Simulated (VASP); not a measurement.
# Ir: single point with PBE

Ir:

```
Ir
1.0
     0.00000    1.89861    1.89861
     1.89861    0.00000    1.89861
     1.89861    1.89861    0.00000
Ir
1
Cartesian
  0.0000 0.0000 0.0000
```

```yaml
Program: VASP 6.6.1
Task: single point
Functional: PBE
Potentials_or_basis: VASP PAW PBE potentials, release 64 (Ir)
Cutoff: 500 eV
k_mesh: 8 × 8 × 8
Occupations: gaussian, width 0.1 eV
Spin: no spin polarisation
Dipole_correction: no
Further_INCAR_settings: ALGO = Normal; EDIFF = 1e-06; NBANDS = 10
```

| Item | Value |
| --- | --- |
| Pressure | 25.5 GPa |

Levels at points of the mesh, in eV from the Fermi level:
```csv
k point,band 1,band 2,band 3,band 4,band 5,band 6,band 7,band 8,band 9
"(0.00, 0.00, 0.00)",-11.54,-4.15,-4.15,-4.15,-1.30,-1.30,14.17,19.98,19.98
"(0.50, 0.00, 0.00)",-8.52,-4.26,-4.26,-0.90,0.90,0.90,7.56,13.74,20.01
"(0.50, 0.50, 0.00)",-8.36,-7.78,0.88,1.51,1.51,1.63,10.93,11.81,11.81
```

Wall time 4.1 s on 1 thread of Intel Xeon 6975P-C, on a shared host, peak memory 0.13 GiB.

Caveat: spin-orbit coupling is left out, which moves the levels of the heavy elements.
